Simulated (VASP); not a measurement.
# Ca (Pm-3m) in VASP: further runs

The runs below take Ca through single point, with RPBE.

Everything below comes from runs of VASP 6.6.1. Logs are shortened: lines on timing, memory, paths and dates and some standing lists are left out, and cuts for length are marked.

## Step 1: The cell of the first run

The structure is cubic, space group Pm-3m (No. 221). Conventional cell: a = 3.659 Å, b = 3.659 Å, c = 3.659 Å, α = 90.00°, β = 90.00°, γ = 90.00°. Within 4.8 Å of Ca (site symmetry m-3m) lie 6 Ca at 3.66 Å.

This isn't the form of Ca at room conditions, which is fcc.

## Step 2: Single point, RPBE (49.01 Å³/atom)

Contents of INCAR:

```
SYSTEM = Ca
PREC     = Accurate       ! precision mode
ENCUT    = 520            ! plane-wave cutoff, eV
EDIFF    = 1E-6           ! SCF threshold, eV
ISMEAR   = -1             ! smearing method
SIGMA    = 0.1            ! smearing width, eV
LREAL    = .False.        ! projectors in reciprocal space
LASPH    = .True.         ! aspherical terms in the spheres
NELM     = 60             ! most SCF steps
ALGO     = Normal         ! electronic algorithm
ISIF     = 2              ! what is computed and relaxed
LWAVE    = .False.        ! write WAVECAR
LCHARG   = .False.        ! write CHGCAR
GGA      = RP             ! functional
NBANDS   = 11             ! bands
```

Contents of KPOINTS:

```
regular mesh
0
Gamma
  10 10 10
  0 0 0
```

Contents of POSCAR:

```
Ca
1.0
    3.6594839926      0.0000000000      0.0000000000
    0.0000000000      3.6594839926      0.0000000000
    0.0000000000      0.0000000000      3.6594839926
Ca
1
Direct
    0.0000000000      0.0000000000      0.0000000000
```

Potentials or basis: VASP PAW PBE potentials, release 64 (Ca_sv).

Started as:

```bash
$ cat potpaw_PBE.64/Ca_sv/POTCAR > POTCAR
$ mpirun -np 1 vasp_std > vasp.out
```

OUTCAR:

```text
SYSTEM = Ca
   PREC = Accurate
   ENCUT = 520
   EDIFF = 1E-6
   ISMEAR = -1
   LREAL = .False.
   LASPH = .True.
   NELM = 60
   ISIF = 2
   GGA = RP

 ion  position               nearest neighbor table
   1  0.000  0.000  0.000-

  LATTYP: Found a simple cubic cell.
 ALAT       =     3.6594839926

  Lattice vectors:

 A1 = (   3.6594839926,   0.0000000000,   0.0000000000)
 A2 = (   0.0000000000,   3.6594839926,   0.0000000000)
 A3 = (   0.0000000000,   0.0000000000,   3.6594839926)

Analysis of symmetry for initial positions (statically):
=====================================================================
 Subroutine PRICEL returns:
 Original cell was already a primitive cell.

 Routine SETGRP: Setting up the symmetry group for a
 simple cubic supercell.

 Subroutine GETGRP returns: Found 48 space group operations
 (whereof 48 operations were pure point group operations)
 out of a pool of 48 trial point group operations.

The static configuration has the point symmetry O_h .

Analysis of symmetry for dynamics (positions and initial velocities):
=====================================================================
 Subroutine PRICEL returns:
 Original cell was already a primitive cell.

 Routine SETGRP: Setting up the symmetry group for a
 simple cubic supercell.

 Subroutine GETGRP returns: Found 48 space group operations
 (whereof 48 operations were pure point group operations)
 out of a pool of 48 trial point group operations.

The dynamic configuration has the point symmetry O_h .

 Subroutine INISYM returns: Found 48 space group operations
 (whereof 48 operations are pure point group operations),
 and found     1 'primitive' translations

----------------------------------------------------------------------------------------

                                     Primitive cell

  volume of cell :      49.0072

  direct lattice vectors                    reciprocal lattice vectors
     3.659483993  0.000000000  0.000000000     0.273262570  0.000000000  0.000000000
     0.000000000  3.659483993  0.000000000     0.000000000  0.273262570  0.000000000
     0.000000000  0.000000000  3.659483993     0.000000000  0.000000000  0.273262570

  length of vectors
     3.659483993  3.659483993  3.659483993     0.273262570  0.273262570  0.273262570

  position of ions in fractional coordinates (direct lattice)
     0.000000000  0.000000000  0.000000000

  ion indices of the primitive-cell ions
   primitive index   ion index
                 1           1

----------------------------------------------------------------------------------------

 KPOINTS: regular mesh

Automatic generation of k-mesh.
 Grid dimensions read from file:
 generate k-points for:   10   10   10

 Generating k-lattice:

  Cartesian coordinates                     Fractional coordinates (reciprocal lattice)
     0.027326257  0.000000000  0.000000000     0.100000000  0.000000000  0.000000000
     0.000000000  0.027326257  0.000000000     0.000000000  0.100000000  0.000000000
     0.000000000  0.000000000  0.027326257     0.000000000  0.000000000  0.100000000

  Length of vectors
     0.027326257  0.027326257  0.027326257

  Shift w.r.t. Gamma in fractional coordinates (k-lattice)
     0.000000000  0.000000000  0.000000000

 Subroutine IBZKPT returns following result:
 ===========================================

 Found     56 irreducible k-points:

 Following reciprocal coordinates:
            Coordinates               Weight
  0.000000  0.000000  0.000000      1.000000
  0.100000  0.000000  0.000000      6.000000
  0.200000  0.000000  0.000000      6.000000
  0.300000  0.000000  0.000000      6.000000
  0.400000  0.000000  0.000000      6.000000
  0.500000  0.000000  0.000000      3.000000
[... 16 lines left out ...]
  0.200000  0.100000  0.100000     24.000000
  0.300000  0.100000  0.100000     24.000000
 [... further k-points ...]
   k-points           NKPTS =     56   k-points in BZ     NKDIM =     56   number of bands    NBANDS=     11
   number of dos      NEDOS =    301   number of ions     NIONS =      1
   total plane-waves  NPLWV =  21952
   dimension x,y,z NGX =    28 NGY =   28 NGZ =   28
   dimension x,y,z NGXF=    56 NGYF=   56 NGZF=   56
   ions per type =               1
   NGX,Y,Z   is equivalent  to a cutoff of  12.72, 12.72, 12.72 a.u.
   NGXF,Y,Z  is equivalent  to a cutoff of  25.44, 25.44, 25.44 a.u.
 SYSTEM =  Ca
   PREC   = accura    normal or accurate (medium, high low for compatibility)
   ISTART =      0    job   : 0-new  1-cont  2-samecut
   ICHARG =      2    charge: 1-file 2-atom 10-const
   ISPIN  =      1    spin polarized calculation?
   LNONCOLLINEAR =      F non collinear calculations
   LSORBIT =      F    spin-orbit coupling
   LASPH  =      T    aspherical Exc in radial PAW
   ENCUT  =  520.0 eV  38.22 Ry    6.18 a.u.   6.80  6.80  6.80*2*pi/ulx,y,z
   NELM   =     60;   NELMIN=  2; NELMDL= -5     # of ELM steps
   EDIFF  = 0.1E-05   stopping-criterion for ELM
   LREAL  =      F    real-space projection
   EDIFFG = 0.1E-04   stopping-criterion for IOM
   NSW    =      0    number of steps for IOM
   IBRION =     -1    ionic relax: 0-MD 1-quasi-New 2-CG
   NFREE  =      0    steps in history (QN), initial steepest desc. (CG)
   ISIF   =      2    stress and relaxation
   ISYM   =      2    0-nonsym 1-usesym 2-fastsym
   POTIM  = 0.5000    time-step for ionic-motion
   TEBEG  =    0.0;   TEEND  =   0.0 temperature during run
   PSTRESS=    0.0 pullay stress
   NELECT =      10.0000    total number of electrons
   NUPDOWN=      -1.0000    fix difference up-down
   EMIN   =  10.00;   EMAX   =-10.00  energy-range for DOS
   EFERMI =   0.00;   METHOD = LEGACY
   ISMEAR =    -1;   SIGMA  =   0.10  broadening in eV -4-tet -1-fermi 0-gaus
   EFERMI_NEDOS =   21; number of points for ismear=-14 and -15
   IALGO  =     38    algorithm
   IMIX   =      4    mixing-type and parameters
     AMIX     =   0.40;   BMIX     =  1.00
     AMIX_MAG =   1.60;   BMIX_MAG =  1.00
  volume/ion in A,a.u.               =      49.01       330.72
  Fermi-wavevector in a.u.,A,eV,Ry     =   0.963803  1.821324 12.638675  0.928916
  Thomas-Fermi vector in A             =   2.093380
   LORBIT       =      0    0 simple, 1 ext, 2 COOP (PROOUT), +10 PAW based schemes
   GGA     = RP    functional components
   LHFCALC =     F    Hartree Fock is set to
   AEXX    =    0.0000 exact exchange contribution
   IVDW    =     0    specifies the selected vdW correction
   LEPSILON=     F    determine dielectric tensor
   LRPA    =     F    only Hartree local field effects (RPA)
 non-spin polarized calculation
  energy-cutoff  :      520.00
  volume of cell :       49.01
 maximum number of plane-waves:      1357
 NGX is ok and might be reduce to    28
   NGX = 13   NGY = 13   NGZ = 13

 number of electron      10.0000002 magnetization

 Free energy of the ion-electron system (eV)
  ---------------------------------------------------
  ext. energy  EPLUGINS =         0.00000000
  ---------------------------------------------------
  free energy    TOTEN  =        -1.36363425 eV

  energy without entropy =       -1.32496425  energy(sigma->0) =       -1.34429925

 E-fermi :   1.4587     XC(G=0):  -7.1493

 val. band max:        1.4530016119   @ k =   0.5000   0.4000   0.2000
 cond. band min:       1.4766337544   @ k =   0.4000   0.0000   0.0000
 fundamental gap:      0.0236321425
 Fermi energy:         1.4586870941

 k-point     1 :       0.0000    0.0000    0.0000
  band No.  band energies     occupation
      1     -41.1474      2.00000
      2     -22.0016      2.00000
      3     -22.0016      2.00000
      4     -22.0016      2.00000
      5      -2.2142      2.00000
      6       2.3106      0.00040
      7       2.3106      0.00040
      8       5.1392      0.00000
      9       5.1392      0.00000
     10       5.1392      0.00000
     11       9.2347      0.00000

 k-point     2 :       0.1000    0.0000    0.0000
  band No.  band energies     occupation
      1     -41.1464      2.00000
      2     -22.0146      2.00000
      3     -22.0005      2.00000
      4     -22.0005      2.00000
      5      -2.0871      2.00000
      6       2.3361      0.00031
      7       2.3487      0.00027
      8       5.0081      0.00000
      9       5.0081      0.00000
     10       5.1480      0.00000
     11       8.4101      0.00000

 k-point     3 :       0.2000    0.0000    0.0000
  band No.  band energies     occupation
      1     -41.1438      2.00000
      2     -22.0487      2.00000
      3     -21.9976      2.00000
      4     -21.9976      2.00000
      5      -1.7160      2.00000
      6       2.3360      0.00031
      7       2.4520      0.00010
      8       4.7087      0.00000
      9       4.7087      0.00000
     10       5.1710      0.00000
     11       7.1858      0.00000

 k-point     4 :       0.3000    0.0000    0.0000
  band No.  band energies     occupation
      1     -41.1406      2.00000
      2     -22.0905      2.00000
      3     -21.9941      2.00000
      4     -21.9941      2.00000
      5      -1.1299      2.00000
      6       2.0937      0.00349
      7       2.5878      0.00002
      8       4.3976      0.00000
      9       4.3976      0.00000
     10       5.1997      0.00000
     11       6.3731      0.00000
[... 239 lines left out ...]
 k-point    22 :       0.1000    0.1000    0.1000
  band No.  band energies     occupation
      1     -41.1444      2.00000
      2     -22.0134      2.00000
      3     -22.0119      2.00000
      4     -22.0119      2.00000
      5      -1.8356      2.00000
      6       2.4169      0.00014
      7       2.4169      0.00014
      8       4.7942      0.00000
      9       4.9123      0.00000
     10       4.9123      0.00000
     11       8.7033      0.00000

 k-point    23 :       0.2000    0.1000    0.1000
  band No.  band energies     occupation
      1     -41.1418      2.00000
      2     -22.0463      2.00000
      3     -22.0099      2.00000
      4     -22.0090      2.00000
      5      -1.4698      2.00000
      6       2.4502      0.00010
      7       2.5251      0.00005
      8       4.4990      0.00000
      9       4.5805      0.00000
     10       4.9288      0.00000
     11       7.5584      0.00000

 k-point    24 :       0.3000    0.1000    0.1000
  band No.  band energies     occupation
      1     -41.1387      2.00000
      2     -22.0878      2.00000
      3     -22.0062      2.00000
      4     -22.0053      2.00000
      5      -0.8927      2.00000
      6       2.2246      0.00094
      7       2.6742      0.00001
      8       4.2285      0.00000
      9       4.2796      0.00000
     10       4.9694      0.00000
     11       6.6393      0.00000

 [... further k-points ...]
[... 5 lines left out ...]
  --------------------------------------------------------------------------------------
  -------------------------------------------------------------------------------------
  Total       -0.1307351     -0.1307351     -0.1307351     -0.0000000     -0.0000000      0.0000000
  in kB       -4.2740872     -4.2740872     -4.2740872     -0.0000000     -0.0000000      0.0000000
  external PRESSURE =      -4.2740872 kB  Pullay stress =       0.0000000 kB

 VOLUME and BASIS-vectors are now :
 -----------------------------------------------------------------------------
  energy-cutoff  :      520.00
  volume of cell :       49.01
      direct lattice vectors                 reciprocal lattice vectors
     3.659483993  0.000000000  0.000000000     0.273262570  0.000000000  0.000000000
     0.000000000  3.659483993  0.000000000     0.000000000  0.273262570  0.000000000
     0.000000000  0.000000000  3.659483993     0.000000000  0.000000000  0.273262570

 POSITION                                       TOTAL-FORCE (eV/Angst)
 -----------------------------------------------------------------------------------
      0.00000      0.00000      0.00000         0.000000      0.000000      0.000000
 -----------------------------------------------------------------------------------
    total drift:                               -0.000000     -0.000000     -0.000000

  FREE ENERGIE OF THE ION-ELECTRON SYSTEM (eV)
  ---------------------------------------------------
  free  energy   TOTEN  =        -1.3636342461 eV

  energy  without entropy=       -1.3249642463  energy(sigma->0) =       -1.34429925
```

Wall time 20 s (1 thread of Intel Xeon Platinum 8375C at 2.90GHz (Ice Lake), shared host); peak memory 0.17 GiB.

What came out:

```
Free energy            : -1.3636 eV
Pressure               : -0.4 GPa
Band gap on the k mesh : zero (bands 5 and 6 overlap by 1.32 eV)
```

Caveat: the PAW data sets were made with another functional, which shifts forces and pressure a little.

## Step 3: Single point, RPBE (50.89 Å³/atom)

This run uses another cell than the first one, of 50.89 Å³/atom.

Contents of INCAR:

```
SYSTEM = Ca
  PREC = Accurate
  ENCUT = 520
  EDIFF = 1E-6
  ISMEAR = -1
  SIGMA = 0.1
  LREAL = .FALSE.
  LASPH = .TRUE.
  NELM = 80
  ALGO = Normal
  ISIF = 2
  LWAVE = .FALSE.
  LCHARG = .FALSE.
  GGA = RP
  NBANDS = 11
```

Contents of KPOINTS:

```
Automatic mesh
0
G
  10 10 10
  0 0 0
```

Contents of POSCAR:

```
Ca
1.0
    3.7058114928      0.0000000000      0.0000000000
    0.0000000000      3.7058114928      0.0000000000
    0.0000000000      0.0000000000      3.7058114928
Ca
1
Direct
    0.0000000000      0.0000000000      0.0000000000
```

Potentials or basis: VASP PAW PBE potentials, release 64 (Ca_sv).

Started as:

```bash
$ cat potpaw_PBE.64/Ca_sv/POTCAR > POTCAR
$ mpirun -np 1 vasp_std > vasp.out
```

Wall time 24 s (1 thread of Intel Xeon Platinum 8375C at 2.90GHz (Ice Lake), shared host); peak memory 0.16 GiB.

Results (log left out):

* Free energy: -1.3572 eV
* Pressure: -0.7 GPa
* Band gap on the k mesh: zero (bands 5 and 6 overlap by 1.34 eV)

Levels at points of the mesh, in eV from the Fermi level:
```csv
k point,band 1,band 2,band 3,band 4,band 5,band 6,band 7,band 8,band 9,band 10
"(0.00, 0.00, 0.00)",-42.68,-23.54,-23.54,-23.54,-3.62,0.85,0.85,3.56,3.56,3.56
"(0.50, 0.00, 0.00)",-42.67,-23.66,-23.53,-23.53,-1.23,-0.60,1.27,2.57,2.57,3.65
"(0.50, 0.50, 0.00)",-42.66,-23.64,-23.64,-23.52,-0.17,0.75,1.88,1.88,2.81,2.81
"(0.50, 0.50, 0.50)",-42.65,-23.63,-23.63,-23.63,0.74,0.74,0.74,4.17,4.17,4.56
```

Caveat: the PAW data sets were made with another functional, which shifts forces and pressure a little.

## Step 4: Single point, RPBE (52.78 Å³/atom)

This run uses another cell than the first one, of 52.78 Å³/atom.

Contents of INCAR:

```
SYSTEM = Ca
ALGO = Normal
EDIFF = 1E-7
ENCUT = 520
GGA = RP
ISIF = 2
ISMEAR = -1
LASPH = .True.
LCHARG = .False.
LREAL = .False.
LWAVE = .False.
NBANDS = 11
NELM = 80
PREC = Accurate
SIGMA = 0.1
```

Contents of KPOINTS:

```
k-points
0
Gamma
  10 10 10
  0 0 0
```

Contents of POSCAR:

```
Ca
1.0
    3.7510087703      0.0000000000      0.0000000000
    0.0000000000      3.7510087703      0.0000000000
    0.0000000000      0.0000000000      3.7510087703
Ca
1
Direct
    0.0000000000      0.0000000000      0.0000000000
```

Started as:

```bash
$ cat potpaw_PBE.64/Ca_sv/POTCAR > POTCAR
$ mpirun -np 1 vasp_std > vasp.out
```

Wall time 27 s (1 thread of Intel Xeon Platinum 8375C at 2.90GHz (Ice Lake), shared host); peak memory 0.17 GiB.

Results (log left out):

| Item | Value |
| --- | --- |
| Free energy | -1.3476 eV |
| Pressure | -1.0 GPa |
| Band gap on the k mesh | zero (bands 5 and 6 overlap by 1.34 eV) |

Levels at points of the mesh, in eV from the Fermi level:
| k point | band 3 | band 4 | band 5 | band 6 | band 7 | band 8 |
| --- | --- | --- | --- | --- | --- | --- |
| (0.00, 0.00, 0.00) | -23.61 | -23.61 | -3.56 | 0.84 | 0.84 | 3.45 |
| (0.50, 0.00, 0.00) | -23.61 | -23.61 | -1.24 | -0.60 | 1.25 | 2.51 |
| (0.50, 0.50, 0.00) | -23.71 | -23.60 | -0.13 | 0.71 | 1.79 | 1.79 |
| (0.50, 0.50, 0.50) | -23.70 | -23.70 | 0.75 | 0.75 | 0.75 | 4.03 |

Caveat: the PAW data sets were made with another functional, which shifts forces and pressure a little.

(Continued in part 2 of 2.)

The gap in the log of VASP goes by the Fermi energy; the results here count the filled bands.